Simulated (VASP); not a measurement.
# Dy2Ti (Fm-3m) in VASP: further runs, part 2 of 2

VASP 6.6.1. The steps go on from the part before.

### 3 Single point, PBE

INCAR reads:

```
  PREC = Accurate
  ENCUT = 500
  EDIFF = 1E-6
  ISMEAR = 0
  SIGMA = 0.2
  LREAL = F
  LASPH = T
  NELM = 200
  ALGO = Normal
  ISIF = 2
  LWAVE = F
  LCHARG = F
  GGA = PE
  NBANDS = 22
  GGA_COMPAT = F
  LMAXMIX = 6
```

KPOINTS reads:

```
regular mesh
0
Gamma
  5 5 5
```

POSCAR reads:

```
Dy2Ti
1.0
    0.0000000000      3.5650752480      3.5650752480
    3.5650752480      0.0000000000      3.5650752480
    3.5650752480      3.5650752480      0.0000000000
Dy Ti
2 1
Direct
    0.2500000000      0.2500000000      0.2500000000
    0.7500000000      0.7500000000      0.7500000000
    0.0000000000      0.0000000000      0.0000000000
```

Potentials or basis: VASP PAW PBE potentials, release 64 (Dy_3, Ti_sv), 4f in core.

Launch:

```
cat potpaw_PBE.64/Dy_3/POTCAR potpaw_PBE.64/Ti_sv/POTCAR > POTCAR
mpirun -np 1 vasp_std > vasp.out
```

Wall time 73 s (1 thread of Intel Xeon 8259CL, shared host); peak memory 0.24 GiB.

It converged, with:

```yaml
Free_energy: -14.6413 eV
Pressure: 0.4 GPa
Band_gap_on_the_k_mesh: zero (bands 15 and 16 overlap by 0.54 eV)
```

Levels at points of the mesh, in eV from the Fermi level:
```csv
k point,band 13,band 14,band 15,band 16,band 17,band 18
"(0.00, 0.00, 0.00)",-1.10,-0.34,-0.34,-0.34,0.45,0.45
```

Caveat: spin-orbit coupling is left out, which moves the levels of the heavy elements; the 4f electrons are frozen in the core, so they carry no moment and show no levels. Spin polarisation is off, so any magnetic state and its effect on volume and gap are missing.

### 4 Relaxation of cell and atoms, PBE

This run uses another cell than the first one, of 21.37 Å³/atom.

INCAR reads:

```
ALGO = Normal
EDIFF = 1E-7
EDIFFG = -0.08
ENCUT = 500
GGA = PE
GGA_COMPAT = F
IBRION = 2
ISIF = 3
ISMEAR = 0
LASPH = T
LCHARG = F
LMAXMIX = 6
LREAL = F
LWAVE = F
NELM = 200
NELMIN = 4
NSW = 36
PREC = Accurate
SIGMA = 0.2
```

KPOINTS reads:

```
k-points
0
Gamma
  5 5 5
```

POSCAR reads:

```
Dy2Ti
1.0
    0.0000000000      3.1768116900      3.1768116900
    3.1768116900      0.0000000000      3.1768116900
    3.1768116900      3.1768116900      0.0000000000
Dy Ti
2 1
Direct
    0.7500000000      0.7500000000      0.7500000000
    0.2500000000      0.2500000000      0.2500000000
    0.5000000000      0.5000000000      0.5000000000
```

Launch:

```
cat potpaw_PBE.64/Dy_3/POTCAR potpaw_PBE.64/Ti_sv/POTCAR > POTCAR
mpirun -np 1 vasp_std > vasp.out
```

It took 2.1 min on 1 thread of Intel Xeon 8259CL, shared host; peak memory 0.21 GiB.

It converged, with:

```
Free energy                           : -14.6183 eV
Relaxed volume                        : 30.31 Å³/atom
Relaxed cell                          : a = 5.047 Å, b = 5.047 Å, c = 5.047 Å, α = 60.00°, β = 60.00°, γ = 60.00°
Space group after relaxing (to 0.1 Å) : Fm-3m (No. 225)
Energy gained by relaxing             : 520.5 meV/atom
Ionic steps                           : 3
Pressure after relaxing               : 0.2 GPa
Band gap on the k mesh                : zero (bands 15 and 16 overlap by 0.54 eV)
```

The path:
```csv
step,energy change (eV),largest force (eV/Å),pressure (GPa),volume (Å³)
1,0.0000,0.0000,23.17,64.12
2,-1.5189,0.0000,-2.21,97.30
3,-1.5616,0.0000,0.17,90.92
```

Final structure:
```
Dy Ti
1.0
     0.00000    3.56892    3.56892
     3.56892    0.00000    3.56892
     3.56892    3.56892    0.00000
Dy Ti
2 1
Direct
  0.75000 0.75000 0.75000
  0.25000 0.25000 0.25000
  0.50000 0.50000 0.50000
```

Levels at points of the mesh, in eV from the Fermi level:
| k point | band 11 | band 12 | band 13 | band 14 | band 15 | band 16 | band 17 | band 18 | band 19 |
| --- | --- | --- | --- | --- | --- | --- | --- | --- | --- |
| (0.00, 0.00, 0.00) | -4.81 | -1.10 | -1.10 | -0.34 | -0.34 | -0.34 | 0.45 | 0.45 | 0.45 |

Caveat: the volume moved by over 15 % at a fixed basis, so the end points are rough; spin-orbit coupling is left out, which moves the levels of the heavy elements; the 4f electrons are frozen in the core, so they carry no moment and show no levels. Spin polarisation is off, so any magnetic state and its effect on volume and gap are missing.

### 5 Relaxation of cell and atoms, PBE

This run uses another cell than the first one, of 21.28 Å³/atom.

INCAR is that of step 4.

KPOINTS is that of step 4.

POSCAR reads:

```
Dy2Ti
1.0
    0.0000000000      3.1723698100      3.1723698100
    3.1723698100      0.0000000000      3.1723698100
    3.1723698100      3.1723698100      0.0000000000
Dy Ti
2 1
Direct
    0.2500000000      0.2500000000      0.2500000000
    0.7500000000      0.7500000000      0.7500000000
    0.0000000000      0.0000000000      0.0000000000
```

Potentials or basis: VASP PAW PBE potentials, release 64 (Dy_3, Ti_sv), 4f in core.

Launch:

```
cat potpaw_PBE.64/Dy_3/POTCAR potpaw_PBE.64/Ti_sv/POTCAR > POTCAR
mpirun -np 1 vasp_std > vasp.out
```

OUTCAR:

```text
EDIFF = 1E-7
   EDIFFG = -0.08
   ENCUT = 500
   GGA = PE
   IBRION = 2
   ISIF = 3
   ISMEAR = 0
   LASPH = T
   LREAL = F
   NELM = 200
   NELMIN = 4
   NSW = 36
   PREC = Accurate

 ion  position               nearest neighbor table
   1  0.250  0.250  0.250-   3 2.75   3 2.75   3 2.75   3 2.75   2 3.17   2 3.17   2 3.17   2 3.17
                             2 3.17   2 3.17
   2  0.750  0.750  0.750-   3 2.75   3 2.75   3 2.75   3 2.75   1 3.17   1 3.17   1 3.17   1 3.17
                             1 3.17   1 3.17
   3  0.000  0.000  0.000-   2 2.75   2 2.75   1 2.75   2 2.75   1 2.75   1 2.75   2 2.75   1 2.75

  LATTYP: Found a face centered cubic cell.
 ALAT       =     6.3447396200

  Lattice vectors:

 A1 = (   0.0000000000,   3.1723698100,   3.1723698100)
 A2 = (   3.1723698100,   0.0000000000,   3.1723698100)
 A3 = (   3.1723698100,   3.1723698100,   0.0000000000)

Analysis of symmetry for initial positions (statically):
=====================================================================
[... 169 lines left out ...]

 k-point     1 :       0.0000    0.0000    0.0000
  band No.  band energies     occupation
      1     -50.7383      2.00000
      2     -27.1209      2.00000
      3     -27.1209      2.00000
      4     -27.1209      2.00000
      5     -17.4293      2.00000
      6     -17.4293      2.00000
[... 282 lines left out ...]
--------------------------------------- Ionic step        3  -------------------------------------------

 number of electron      30.0000003 magnetization

 Free energy of the ion-electron system (eV)
  ---------------------------------------------------
  ext. energy  EPLUGINS =         0.00000000
  ---------------------------------------------------
  free energy    TOTEN  =       -14.61787504 eV

  energy without entropy =      -14.46555254  energy(sigma->0) =      -14.54171379

 E-fermi :   3.2363     XC(G=0):  -9.5968

 val. band max:        3.1808749152   @ k =   0.2000   0.2000   0.0000
 cond. band min:       3.2623650835   @ k =  -0.4000   0.4000   0.0000
 fundamental gap:      0.0814901683
 Fermi energy:         3.2363295705

 k-point     1 :       0.0000    0.0000    0.0000
  band No.  band energies     occupation
      1     -53.4680      2.00000
      2     -29.7598      2.00000
      3     -29.7598      2.00000
      4     -29.7598      2.00000
      5     -19.9861      2.00000
      6     -19.9861      2.00000
[... 239 lines left out ...]
  FREE ENERGIE OF THE ION-ELECTRON SYSTEM (eV)
  ---------------------------------------------------
  free  energy   TOTEN  =       -14.6178750354 eV

  energy  without entropy=      -14.4655525439  energy(sigma->0) =      -14.54171379

 reached required accuracy - stopping structural energy minimisation
```

Wall time 1.9 min (1 thread of Intel Xeon 8259CL, shared host); peak memory 0.21 GiB.

Results:

```
Free energy                           : -14.6179 eV
Relaxed volume                        : 30.31 Å³/atom
Relaxed cell                          : a = 5.047 Å, b = 5.047 Å, c = 5.047 Å, α = 60.00°, β = 60.00°, γ = 60.00°
Space group after relaxing (to 0.1 Å) : Fm-3m (No. 225)
Energy gained by relaxing             : 533.5 meV/atom
Ionic steps                           : 3
Pressure after relaxing               : 0.2 GPa
Band gap on the k mesh                : zero (bands 15 and 16 overlap by 0.54 eV)
```

Step by step:
```csv
step,energy change (eV),largest force (eV/Å),pressure (GPa),volume (Å³)
1,0.0000,0.0000,23.58,63.85
2,-1.5564,0.0000,-2.22,97.39
3,-1.6004,0.0000,0.17,90.92
```

Final structure:
```cif
data_structure
_symmetry_space_group_name_H-M 'P 1'
_symmetry_Int_Tables_number 1
_cell_length_a 5.0473
_cell_length_b 5.0473
_cell_length_c 5.0473
_cell_angle_alpha 60.000
_cell_angle_beta 60.000
_cell_angle_gamma 60.000
_cell_volume 90.92
loop_
_atom_site_label
_atom_site_type_symbol
_atom_site_fract_x
_atom_site_fract_y
_atom_site_fract_z
_atom_site_occupancy
Dy1 Dy 0.25000 0.25000 0.25000 1
Dy2 Dy 0.75000 0.75000 0.75000 1
Ti1 Ti 0.00000 0.00000 0.00000 1
```

Caveat: the volume moved by over 15 % at a fixed basis, so the end points are rough; spin-orbit coupling is left out, which moves the levels of the heavy elements; the 4f electrons are frozen in the core, so they carry no moment and show no levels. Spin polarisation is off, so any magnetic state and its effect on volume and gap are missing.

### 6 Overview

```csv
task,cell,gap on the mesh (eV),pressure (GPa),relaxed volume (Å³/atom)
single point,"a = 5.042 Å, angles 60.0°, 3 atoms",none,0.4,-
relaxation of cell and atoms,"relaxed from a = 4.493 Å, angles 60.0°, 3 atoms",none,0.2,30.31
relaxation of cell and atoms,"relaxed from a = 4.486 Å, angles 60.0°, 3 atoms",none,0.2,30.31
```

Alike in all rows: level PBE; potentials or basis VASP PAW PBE potentials, release 64 (Dy_3, Ti_sv), 4f in core; no spin polarisation; k mesh 5 × 5 × 5; cutoff (eV) 500; smearing gaussian 0.2 eV.

Caveats: spin-orbit coupling is left out, which moves the levels of the heavy elements; the 4f electrons are frozen in the core, so they carry no moment and show no levels; the volume moved by over 15 % at a fixed basis, so the end points are rough (at least some runs).

Absolute energies hang on the potentials; compare differences alone.

The gap in the log of VASP goes by the Fermi energy; the results here count the filled bands.